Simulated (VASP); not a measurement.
# Mg2NCl (R-3m) in VASP: a series of runs

Runs on Mg2NCl. Level: PBEsol. Tasks: single point.

Program: VASP 6.6.1. These are calculated values, not measurements. Logs are shortened: lines on timing, memory, paths and dates and some standing lists are left out, and cuts for length are marked.

### Step 1. The cell of the first run

Symmetry: R-3m, No. 166, trigonal system. The conventional cell has a = 3.587 Å, b = 3.587 Å, c = 18.009 Å, α = 90.00°, β = 90.00°, γ = 120.00°. Mg (site symmetry 3m) has 3 N at 2.30 Å and 3 Cl at 2.87 Å and 3 Mg at 2.89 Å within 3.0 Å. Within 3.0 Å of N (site symmetry -3m) lie 6 Mg at 2.30 Å. Within 3.8 Å of Cl (site symmetry -3m) lie 6 Mg at 2.87 Å and 6 Cl at 3.59 Å and 6 N at 3.65 Å.

### Step 2. Single point, PBEsol (strain +0.080 along x and y, +0.000 along z)

INCAR reads:

```
  ALGO = Normal
  EDIFF = 1E-6
  ENCUT = 520
  GGA = PS
  ISIF = 2
  ISMEAR = 0
  LASPH = T
  LCHARG = T
  LELF = T
  LREAL = F
  LVHAR = T
  LWAVE = F
  NBANDS = 16
  NELM = 80
  PREC = Accurate
  SIGMA = 0.05
```

KPOINTS reads:

```
k-points
0
Gamma
  9 9 9
```

POSCAR reads:

```
Mg2NCl
1.0
    1.7935199454      1.0354892232      6.0029770000
   -1.7935199454      1.0354892232      6.0029770000
    0.0000000000     -2.0709784465      6.0029770000
Mg N Cl
2 1 1
Direct
    0.2228150000      0.2228150000      0.2228150000
    0.7771850000      0.7771850000      0.7771850000
    0.5000000000      0.5000000000      0.5000000000
    0.0000000000      0.0000000000      0.0000000000
```

Potentials or basis: VASP PAW PBE potentials, release 64 (Mg, N, Cl).

The run is started by

```bash
> cat potpaw_PBE.64/Mg/POTCAR potpaw_PBE.64/N/POTCAR potpaw_PBE.64/Cl/POTCAR > POTCAR
> mpirun -np 1 vasp_std > vasp.out
```

OUTCAR:

```text
EDIFF = 1E-6
   ENCUT = 520
   GGA = PS
   ISIF = 2
   ISMEAR = 0
   LASPH = T
   LREAL = F
   NELM = 80
   PREC = Accurate

 ion  position               nearest neighbor table
   1  0.223  0.223  0.223-   3 2.30   3 2.30   3 2.30   4 2.87   4 2.87   4 2.87   2 2.89   2 2.89
                             2 2.89
   2  0.777  0.777  0.777-   3 2.30   3 2.30   3 2.30   4 2.87   4 2.87   4 2.87   1 2.89   1 2.89
                             1 2.89
   3  0.500  0.500  0.500-   1 2.30   2 2.30   1 2.30   1 2.30   2 2.30   2 2.30
   4  0.000  0.000  0.000-   2 2.87   1 2.87   2 2.87   2 2.87   1 2.87   1 2.87

  LATTYP: Found a trigonal (rhomboedric) cell.
 ALAT       =     6.3501720125
 COS(alpha) =     0.8404593203

  Lattice vectors:

 A1 = (   1.7935199454,   1.0354892232,   6.0029770000)
 A2 = (  -1.7935199454,   1.0354892232,   6.0029770000)
 A3 = (   0.0000000000,  -2.0709784465,   6.0029770000)

Analysis of symmetry for initial positions (statically):
=====================================================================
 Subroutine PRICEL returns:
 Original cell was already a primitive cell.

 Routine SETGRP: Setting up the symmetry group for a
 trigonal (rhombohedral) supercell.

 Subroutine GETGRP returns: Found 12 space group operations
 (whereof 12 operations were pure point group operations)
 out of a pool of 12 trial point group operations.

The static configuration has the point symmetry D_3d.

Analysis of symmetry for dynamics (positions and initial velocities):
=====================================================================
 Subroutine PRICEL returns:
 Original cell was already a primitive cell.

 Routine SETGRP: Setting up the symmetry group for a
 trigonal (rhombohedral) supercell.

 Subroutine GETGRP returns: Found 12 space group operations
 (whereof 12 operations were pure point group operations)
 out of a pool of 12 trial point group operations.

The dynamic configuration has the point symmetry D_3d.

 Subroutine INISYM returns: Found 12 space group operations
 (whereof 12 operations are pure point group operations),
 and found     1 'primitive' translations

----------------------------------------------------------------------------------------

                                     Primitive cell

  volume of cell :      66.8913

  direct lattice vectors                    reciprocal lattice vectors
     1.793519945  1.035489223  6.002977000     0.278781399  0.160954516  0.055528004
    -1.793519945  1.035489223  6.002977000    -0.278781399  0.160954516  0.055528004
     0.000000000 -2.070978446  6.002977000     0.000000000 -0.321909032  0.055528004

  length of vectors
     6.350172013  6.350172013  6.350172013     0.326663105  0.326663105  0.326663105

  position of ions in fractional coordinates (direct lattice)
     0.222815000  0.222815000  0.222815000
     0.777185000  0.777185000  0.777185000
     0.500000000  0.500000000  0.500000000
     0.000000000  0.000000000  0.000000000

  ion indices of the primitive-cell ions
   primitive index   ion index
                 1           1
                 2           2
                 3           3
                 4           4

----------------------------------------------------------------------------------------

 KPOINTS: k-points

Automatic generation of k-mesh.
 Grid dimensions read from file:
 generate k-points for:    9    9    9

 Generating k-lattice:

  Cartesian coordinates                     Fractional coordinates (reciprocal lattice)
     0.030975711  0.017883835  0.006169778     0.111111111 -0.000000000 -0.000000000
    -0.030975711  0.017883835  0.006169778    -0.000000000  0.111111111 -0.000000000
     0.000000000 -0.035767670  0.006169778    -0.000000000 -0.000000000  0.111111111

  Length of vectors
     0.036295901  0.036295901  0.036295901

  Shift w.r.t. Gamma in fractional coordinates (k-lattice)
     0.000000000  0.000000000  0.000000000

 Subroutine IBZKPT returns following result:
 ===========================================

 Found     85 irreducible k-points:

 Following reciprocal coordinates:
            Coordinates               Weight
  0.000000  0.000000  0.000000      1.000000
  0.111111  0.000000 -0.000000      6.000000
  0.222222  0.000000 -0.000000      6.000000
  0.333333 -0.000000 -0.000000      6.000000
  0.444444  0.000000 -0.000000      6.000000
  0.111111  0.111111 -0.000000      6.000000
[... 16 lines left out ...]
 -0.333333  0.333333  0.000000      6.000000
  0.444444  0.444444 -0.000000      6.000000
 [... further k-points ...]
   k-points           NKPTS =     85   k-points in BZ     NKDIM =     85   number of bands    NBANDS=     16
   number of dos      NEDOS =    301   number of ions     NIONS =      4
   total plane-waves  NPLWV = 110592
   dimension x,y,z NGX =    48 NGY =   48 NGZ =   48
   dimension x,y,z NGXF=    96 NGYF=   96 NGZF=   96
   ions per type =               2   1   1
   NGX,Y,Z   is equivalent  to a cutoff of  12.57, 12.57, 12.57 a.u.
   NGXF,Y,Z  is equivalent  to a cutoff of  25.13, 25.13, 25.13 a.u.
 SYSTEM =  unknown system
   PREC   = accura    normal or accurate (medium, high low for compatibility)
   ISTART =      0    job   : 0-new  1-cont  2-samecut
   ICHARG =      2    charge: 1-file 2-atom 10-const
   ISPIN  =      1    spin polarized calculation?
   LNONCOLLINEAR =      F non collinear calculations
   LSORBIT =      F    spin-orbit coupling
   LASPH  =      T    aspherical Exc in radial PAW
   ENCUT  =  520.0 eV  38.22 Ry    6.18 a.u.  11.81 11.81 11.81*2*pi/ulx,y,z
   NELM   =     80;   NELMIN=  2; NELMDL= -5     # of ELM steps
   EDIFF  = 0.1E-05   stopping-criterion for ELM
   LREAL  =      F    real-space projection
   EDIFFG = 0.1E-04   stopping-criterion for IOM
   NSW    =      0    number of steps for IOM
   IBRION =     -1    ionic relax: 0-MD 1-quasi-New 2-CG
   NFREE  =      0    steps in history (QN), initial steepest desc. (CG)
   ISIF   =      2    stress and relaxation
   ISYM   =      2    0-nonsym 1-usesym 2-fastsym
   POTIM  = 0.5000    time-step for ionic-motion
   TEBEG  =    0.0;   TEEND  =   0.0 temperature during run
   PSTRESS=    0.0 pullay stress
   NELECT =      16.0000    total number of electrons
   NUPDOWN=      -1.0000    fix difference up-down
   EMIN   =  10.00;   EMAX   =-10.00  energy-range for DOS
   EFERMI =   0.00;   METHOD = LEGACY
   ISMEAR =     0;   SIGMA  =   0.05  broadening in eV -4-tet -1-fermi 0-gaus
   EFERMI_NEDOS =   21; number of points for ismear=-14 and -15
   IALGO  =     38    algorithm
   IMIX   =      4    mixing-type and parameters
     AMIX     =   0.40;   BMIX     =  1.00
     AMIX_MAG =   1.60;   BMIX_MAG =  1.00
  volume/ion in A,a.u.               =      16.72       112.85
  Fermi-wavevector in a.u.,A,eV,Ry     =   1.016229  1.920394 14.051027  1.032721
  Thomas-Fermi vector in A             =   2.149561
   LORBIT       =      0    0 simple, 1 ext, 2 COOP (PROOUT), +10 PAW based schemes
   GGA     = PS    functional components
   LHFCALC =     F    Hartree Fock is set to
   AEXX    =    0.0000 exact exchange contribution
   IVDW    =     0    specifies the selected vdW correction
   LEPSILON=     F    determine dielectric tensor
   LRPA    =     F    only Hartree local field effects (RPA)
 non-spin polarized calculation
 Gauss-broadening in eV      SIGMA  =   0.05
  energy-cutoff  :      520.00
  volume of cell :       66.89
 maximum number of plane-waves:      1828
   NGX = 23   NGY = 23   NGZ = 23

 number of electron      16.0000001 magnetization

 Free energy of the ion-electron system (eV)
  ---------------------------------------------------
  ext. energy  EPLUGINS =         0.00000000
  ---------------------------------------------------
  free energy    TOTEN  =       -18.31967484 eV

  energy without entropy =      -18.31967484  energy(sigma->0) =      -18.31967484

 E-fermi :   2.8691     XC(G=0):  -9.4562

 val. band max:        2.6605969446   @ k =   0.0000   0.0000   0.0000
 cond. band min:       4.1100162351   @ k =   0.0000   0.0000   0.0000
 fundamental gap:      1.4494192905
 Fermi energy:         2.8691391257

 k-point     1 :       0.0000    0.0000    0.0000
  band No.  band energies     occupation
      1     -13.0331      2.00000
      2      -9.2797      2.00000
      3      -2.6268      2.00000
      4       0.1896      2.00000
      5       0.1896      2.00000
      6       2.2518      2.00000
[... 8 lines left out ...]
     15      12.1050      0.00000
     16      12.1050      0.00000

 k-point     2 :       0.1111    0.0000   -0.0000
  band No.  band energies     occupation
      1     -12.9770      2.00000
      2      -9.2161      2.00000
      3      -2.5094      2.00000
      4      -0.2297      2.00000
      5       0.1168      2.00000
      6       1.9227      2.00000
[... 8 lines left out ...]
     15      12.1743      0.00000
     16      12.3055      0.00000

 k-point     3 :       0.2222    0.0000   -0.0000
  band No.  band energies     occupation
      1     -12.8293      2.00000
      2      -9.0459      2.00000
      3      -2.1884      2.00000
      4      -1.1021      2.00000
      5      -0.0584      2.00000
      6       0.8339      2.00000
[... 8 lines left out ...]
     15      12.0381      0.00000
     16      12.7869      0.00000

 k-point     4 :       0.3333   -0.0000   -0.0000
  band No.  band energies     occupation
      1     -12.6507      2.00000
      2      -8.8339      2.00000
      3      -1.9478      2.00000
      4      -1.7333      2.00000
      5      -0.2439      2.00000
      6      -0.0869      2.00000
[... 8 lines left out ...]
     15      11.7927      0.00000
     16      13.3611      0.00000
[... 324 lines left out ...]
 k-point    22 :      -0.4444    0.3333    0.0000
  band No.  band energies     occupation
      1     -12.4740      2.00000
      2      -8.6049      2.00000
      3      -2.2650      2.00000
      4      -1.6733      2.00000
      5      -1.2212      2.00000
      6       0.3638      2.00000
[... 8 lines left out ...]
     15      12.4621      0.00000
     16      13.2391      0.00000

 k-point    23 :      -0.3333    0.3333    0.0000
  band No.  band energies     occupation
      1     -12.4417      2.00000
      2      -8.5625      2.00000
      3      -1.8988      2.00000
      4      -1.8115      2.00000
      5      -1.4734      2.00000
      6       0.2349      2.00000
[... 8 lines left out ...]
     15      12.6610      0.00000
     16      13.3212      0.00000

 k-point    24 :       0.4444    0.4444   -0.0000
  band No.  band energies     occupation
      1     -12.5259      2.00000
      2      -8.6709      2.00000
      3      -2.5800      2.00000
      4      -1.8986      2.00000
      5      -0.3881      2.00000
      6       0.2306      2.00000
[... 8 lines left out ...]
     15      11.6331      0.00000
     16      13.9156      0.00000

 [... further k-points ...]

------------------------ aborting loop because EDIFF is reached ----------------------------------------

  FORCE on cell =-STRESS in cart. coord.  units (eV):
  Direction    XX          YY          ZZ          XY          YZ          ZX
  --------------------------------------------------------------------------------------
  -------------------------------------------------------------------------------------
  Total       -6.5903443     -6.5903443     -2.1331838      0.0000000      0.0000000     -0.0000000
  in kB     -157.8515905   -157.8515905    -51.0939088      0.0000000      0.0000000     -0.0000000
  external PRESSURE =    -122.2656966 kB  Pullay stress =       0.0000000 kB

 VOLUME and BASIS-vectors are now :
 -----------------------------------------------------------------------------
  energy-cutoff  :      520.00
  volume of cell :       66.89
      direct lattice vectors                 reciprocal lattice vectors
     1.793519945  1.035489223  6.002977000     0.278781399  0.160954516  0.055528004
    -1.793519945  1.035489223  6.002977000    -0.278781399  0.160954516  0.055528004
     0.000000000 -2.070978446  6.002977000     0.000000000 -0.321909032  0.055528004

 POSITION                                       TOTAL-FORCE (eV/Angst)
 -----------------------------------------------------------------------------------
      0.00000     -0.00000      4.01266         0.000000      0.000000     -0.284651
      0.00000     -0.00000     13.99627         0.000000     -0.000000      0.284651
      0.00000     -0.00000      9.00447         0.000000      0.000000      0.000000
      0.00000      0.00000      0.00000         0.000000     -0.000000     -0.000000
 -----------------------------------------------------------------------------------
    total drift:                                0.000000     -0.000000     -0.000000

  FREE ENERGIE OF THE ION-ELECTRON SYSTEM (eV)
  ---------------------------------------------------
  free  energy   TOTEN  =       -18.3196748442 eV

  energy  without entropy=      -18.3196748442  energy(sigma->0) =      -18.31967484
```

Wall time 2.7 min (1 thread of Intel Xeon Platinum 8375C at 2.90GHz (Ice Lake), shared host); peak memory 0.38 GiB.

Results:

```
Free energy            : -18.3197 eV
Pressure               : -12.2 GPa
Largest force          : 0.285 eV/Å
Band gap on the k mesh : 1.45 eV
```

Forces on the atoms (eV/Å):
```
Mg   0.000  0.000 -0.285
Mg   0.000  0.000  0.285
N    0.000  0.000  0.000
Cl   0.000  0.000  0.000
```

Levels at points of the mesh, in eV from the valence-band top:
```
           k point  band 5  band 6  band 7  band 8  band 9  band 10  band 11  band 12
(0.00, 0.00, 0.00)   -2.47   -0.41    0.00    0.00    1.45     4.37     7.54     8.37
```

Caveat: the cell differs from its parent crystal (strain +0.080 along x and y, +0.000 along z); the stress differs along the axes, from -16 to -5 GPa; the PAW data sets were made with another functional, which shifts forces and pressure a little. A k mesh can miss the band edges.

### Step 3. Single point, PBEsol (strain +0.080 along x and y, +0.080 along z)

INCAR reads:

```
PREC     = Accurate       # precision mode
ENCUT    = 520            # plane-wave cutoff, eV
EDIFF    = 1E-6           # SCF threshold, eV
ISMEAR   = 0              # smearing method
SIGMA    = 0.05           # smearing width, eV
LREAL    = False          # projectors in reciprocal space
LASPH    = True           # aspherical terms in the spheres
NELM     = 80             # most SCF steps
ALGO     = Normal         # electronic algorithm
ISIF     = 2              # what is computed and relaxed
LWAVE    = False          # write WAVECAR
LCHARG   = True           # write CHGCAR
GGA      = PS             # functional
LELF     = True           # ELF
LVHAR    = True         
NBANDS   = 16             # bands
```

KPOINTS reads:

```
Automatic mesh
0
Gamma
  9 9 9
```

POSCAR reads:

```
Mg2NCl
1.0
    1.7935199454      1.0354892232      6.4832151600
   -1.7935199454      1.0354892232      6.4832151600
    0.0000000000     -2.0709784465      6.4832151600
Mg N Cl
2 1 1
Direct
    0.2228150000      0.2228150000      0.2228150000
    0.7771850000      0.7771850000      0.7771850000
    0.5000000000      0.5000000000      0.5000000000
    0.0000000000      0.0000000000      0.0000000000
```

Potentials or basis: VASP PAW PBE potentials, release 64 (Mg, N, Cl).

The run is started by

```bash
> cat potpaw_PBE.64/Mg/POTCAR potpaw_PBE.64/N/POTCAR potpaw_PBE.64/Cl/POTCAR > POTCAR
> mpirun -np 1 vasp_std > vasp.out
```

Run time: 4.9 min. Hardware: 1 thread of Intel Xeon Platinum 8375C at 2.90GHz (Ice Lake), shared host; peak memory 0.46 GiB.

Results (log left out):

```yaml
Free_energy: -18.0187 eV
Pressure: -14.3 GPa
Largest_force: 0.728 eV/Å
Band_gap_on_the_k_mesh: 0.88 eV
```

Forces on the atoms (eV/Å):
```
Mg   0.000  0.000 -0.728
Mg   0.000  0.000  0.728
N    0.000  0.000  0.000
Cl   0.000  0.000  0.000
```

Stress tensor (GPa, compression positive):
```
-15.11   0.00   0.00
  0.00 -15.11   0.00
  0.00   0.00 -12.68
```

Levels at points of the mesh, in eV from the valence-band top:
```csv
k point,band 5,band 6,band 7,band 8,band 9,band 10,band 11,band 12
"(0.00, 0.00, 0.00)",-2.19,-0.93,0.00,0.00,0.88,4.40,6.40,8.32
```

Caveat: the cell differs from its parent crystal (strain +0.080 along x and y, +0.080 along z); the cell stands under tension; the PAW data sets were made with another functional, which shifts forces and pressure a little. A k mesh can miss the band edges.
